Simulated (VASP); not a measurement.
# Au (P6_3/mmc) in VASP: further runs, part 2 of 2

VASP 6.6.1.

**3. Single point, PBEsol+D4, non-collinear spin, zero start, spin-orbit coupling**

Contents of INCAR:

```
SYSTEM = Au
PREC = Accurate
ENCUT = 500
EDIFF = 1E-6
ISMEAR = -1
SIGMA = 0.1
LREAL = .False.
LASPH = .True.
NELM = 200
ALGO = Normal
ISIF = 2
LWAVE = .False.
LCHARG = .False.
MAGMOM = 0 0 0 0 0 0
LORBIT = 11
LSORBIT = .True.
GGA_COMPAT = .False.
LORBMOM = .True.
LMAXMIX = 4
GGA = PS
IVDW = 13
NBANDS = 34
```

Contents of KPOINTS:

```
Automatic mesh
0
Gamma
  13 13 7
  0 0 0
```

Contents of POSCAR:

```
Au
1.0
    2.9000000000      0.0000000000      0.0000000000
   -1.4500000000      2.5114736700      0.0000000000
    0.0000000000      0.0000000000      4.8800000000
Au
2
Direct
    0.3333333300      0.6666666700      0.7500000000
    0.6666666700      0.3333333300      0.2500000000
```

Potentials or basis: VASP PAW PBE potentials, release 64 (Au).

Command:

```
$ cat potpaw_PBE.64/Au/POTCAR > POTCAR
$ mpirun -np 1 vasp_ncl > vasp.out
```

OUTCAR:

```text
SYSTEM = Au
   PREC = Accurate
   ENCUT = 500
   EDIFF = 1E-6
   ISMEAR = -1
   LREAL = .False.
   LASPH = .True.
   NELM = 200
   ISIF = 2
   LORBIT = 11
   LSORBIT = .True.
   GGA = PS
   IVDW = 13

 ion  position               nearest neighbor table
   1  0.333  0.667  0.750-   2 2.96   2 2.96   2 2.96   2 2.96   2 2.96   2 2.96
   2  0.667  0.333  0.250-   1 2.96   1 2.96   1 2.96   1 2.96   1 2.96   1 2.96

  LATTYP: Found a hexagonal cell.
 ALAT       =     2.9000000000
 C/A-ratio  =     1.6827586207

  Lattice vectors:

 A1 = (   2.9000000000,   0.0000000000,   0.0000000000)
 A2 = (  -1.4500000000,   2.5114736700,   0.0000000000)
 A3 = (   0.0000000000,   0.0000000000,   4.8800000000)

Analysis of symmetry for initial positions (statically):
=====================================================================
 Subroutine PRICEL returns:
 Original cell was already a primitive cell.

 Routine SETGRP: Setting up the symmetry group for a
 hexagonal supercell.

 Subroutine GETGRP returns: Found 24 space group operations
 (whereof 12 operations were pure point group operations)
 out of a pool of 24 trial point group operations.

The static configuration has the point symmetry D_3d.
 The point group associated with its full space group is D_6h.

Analysis of symmetry for dynamics (positions and initial velocities):
=====================================================================
 Subroutine PRICEL returns:
 Original cell was already a primitive cell.

 Routine SETGRP: Setting up the symmetry group for a
 hexagonal supercell.

 Subroutine GETGRP returns: Found 24 space group operations
 (whereof 12 operations were pure point group operations)
 out of a pool of 24 trial point group operations.

The dynamic configuration has the point symmetry D_3d.
 The point group associated with its full space group is D_6h.

Analysis of structural, dynamic, and magnetic symmetry:
=====================================================================
 Subroutine PRICEL returns:
 Original cell was already a primitive cell.

[... 1108 lines left out ...]
  2        -0.000  -0.000  -0.000
 ----------------------------------------
           -0.000  -0.000  -0.000

 orbital moment (z)

 # of ion     p       d       tot
 ----------------------------------------
  1         0.000   0.000   0.000
  2         0.000   0.000   0.000
 ----------------------------------------
            0.000   0.000   0.000

 Spin-Orbit-Coupling matrix elements

 Ion:    1  E_soc:     -0.5824901
 l=   1
     0.0000000    -0.0247141    -0.0255330
    -0.0247141     0.0000000    -0.0247141
    -0.0255330    -0.0247141     0.0000000
 l=   2
     0.0000000    -0.0139916     0.0000000    -0.0139916    -0.0585342
    -0.0139916     0.0000000    -0.0441458    -0.0134917    -0.0139916
     0.0000000    -0.0441458     0.0000000    -0.0441458     0.0000000
    -0.0139916    -0.0134917    -0.0441458     0.0000000    -0.0139916
    -0.0585342    -0.0139916     0.0000000    -0.0139916     0.0000000
 l=   3
     0.0000000     0.0000000     0.0000000     0.0000000     0.0000000     0.0000000     0.0000000
     0.0000000     0.0000000     0.0000000     0.0000000     0.0000000     0.0000000     0.0000000
     0.0000000     0.0000000     0.0000000     0.0000000     0.0000000     0.0000000     0.0000000
     0.0000000     0.0000000     0.0000000     0.0000000     0.0000000     0.0000000     0.0000000
     0.0000000     0.0000000     0.0000000     0.0000000     0.0000000     0.0000000     0.0000000
     0.0000000     0.0000000     0.0000000     0.0000000     0.0000000     0.0000000     0.0000000
     0.0000000     0.0000000     0.0000000     0.0000000     0.0000000     0.0000000     0.0000000

 Ion:    2  E_soc:     -0.5824901
 l=   1
     0.0000000    -0.0247141    -0.0255330
    -0.0247141     0.0000000    -0.0247141
    -0.0255330    -0.0247141     0.0000000
 l=   2
     0.0000000    -0.0139916     0.0000000    -0.0139916    -0.0585342
    -0.0139916     0.0000000    -0.0441458    -0.0134917    -0.0139916
     0.0000000    -0.0441458     0.0000000    -0.0441458     0.0000000
    -0.0139916    -0.0134917    -0.0441458     0.0000000    -0.0139916
    -0.0585342    -0.0139916     0.0000000    -0.0139916     0.0000000
 l=   3
     0.0000000     0.0000000     0.0000000     0.0000000     0.0000000     0.0000000     0.0000000
     0.0000000     0.0000000     0.0000000     0.0000000     0.0000000     0.0000000     0.0000000
     0.0000000     0.0000000     0.0000000     0.0000000     0.0000000     0.0000000     0.0000000
     0.0000000     0.0000000     0.0000000     0.0000000     0.0000000     0.0000000     0.0000000
     0.0000000     0.0000000     0.0000000     0.0000000     0.0000000     0.0000000     0.0000000
     0.0000000     0.0000000     0.0000000     0.0000000     0.0000000     0.0000000     0.0000000
     0.0000000     0.0000000     0.0000000     0.0000000     0.0000000     0.0000000     0.0000000

 total charge

# of ion       s       p       d       tot
------------------------------------------
    1        0.526   0.341   8.720   9.586
    2        0.526   0.341   8.720   9.586
--------------------------------------------------
tot          1.051   0.683  17.439  19.173

 magnetization (x)

# of ion       s       p       d       tot
------------------------------------------
    1        0.000   0.000   0.000   0.000
    2       -0.000   0.000   0.000  -0.000
--------------------------------------------------
tot         -0.000   0.000   0.000  -0.000

 magnetization (y)

# of ion       s       p       d       tot
------------------------------------------
    1       -0.000   0.000   0.000  -0.000
    2       -0.000   0.000   0.000  -0.000
--------------------------------------------------
tot         -0.000   0.000   0.000  -0.000

 magnetization (z)

# of ion       s       p       d       tot
------------------------------------------
    1        0.000   0.000   0.000   0.000
    2        0.000   0.000   0.000   0.000
--------------------------------------------------
tot          0.000   0.000   0.000   0.000
```

OSZICAR:

```text
N       E                     dE             d eps       ncg     rms          rms(c)
DAV:   1     0.136832566286E+03    0.13683E+03   -0.10980E+04  5712   0.122E+03
DAV:   2    -0.559482798291E+01   -0.14243E+03   -0.13402E+03  6168   0.289E+02
DAV:   3    -0.911595915243E+01   -0.35211E+01   -0.34867E+01  6662   0.457E+01
DAV:   4    -0.913690915251E+01   -0.20950E-01   -0.20943E-01  6462   0.358E+00
DAV:   5    -0.913711969160E+01   -0.21054E-03   -0.21053E-03  6468   0.398E-01    0.139E+01
DAV:   6    -0.845106402729E+01    0.68606E+00   -0.13891E+00  6160   0.112E+01    0.867E+00
DAV:   7    -0.840818795273E+01    0.42876E-01   -0.12128E-01  6390   0.319E+00    0.417E+00
DAV:   8    -0.840317352675E+01    0.50144E-02   -0.33635E-03  6162   0.441E-01    0.157E+00
DAV:   9    -0.840260743332E+01    0.56609E-03   -0.16538E-03  6296   0.369E-01    0.154E-01
DAV:  10    -0.840261289232E+01   -0.54590E-05   -0.13556E-05  6322   0.338E-02    0.248E-02
DAV:  11    -0.840261721955E+01   -0.43272E-05   -0.84821E-07  5184   0.935E-03    0.197E-02
DAV:  12    -0.840261810585E+01   -0.88630E-06   -0.19914E-07  3106   0.418E-03
   1 F= -.91650400E+01 E0= -.91571413E+01  d E =-.157973E-01  mag=     0.0000    -0.0000    -0.0000
```

stdout:

```text
POSCAR found type information on POSCAR Au
 POSCAR found :  1 types and       2 ions
 scaLAPACK will be used
 -----------------------------------------------------------------------------
|                                                                             |
|                                                                             |
|     You enforced a specific xc type in the INCAR file but a different       |
|     I HOPE YOU KNOW WHAT YOU ARE DOING!                                     |
|                                                                             |
 -----------------------------------------------------------------------------

 LDA part: xc-table for (Slater+PW92), standard interpolation
 POSCAR, INCAR and KPOINTS ok, starting setup
 FFT: planning ... GRIDC
 FFT: planning ... GRID_SOFT
 FFT: planning ... GRID
 WAVECAR not read
 entering main loop
```

It took 4.3 min on 1 thread of AMD EPYC 7R13, shared host; peak memory 0.29 GiB.

What came out:

```yaml
Free_energy: -9.1650 eV
Pressure: -11.1 GPa
Net_moment: 0.00 μB per cell
Valence_electrons_inside_the_program's_atomic_spheres: Au 9.59
Dispersion_energy_per_atom: -0.381 eV
```

Moments on the atoms (μB; x, y, z):
```
Au  0.00 0.00 0.00
Au  0.00 0.00 0.00
```

Caveat: the PAW data sets were made with another functional, which shifts forces and pressure a little.
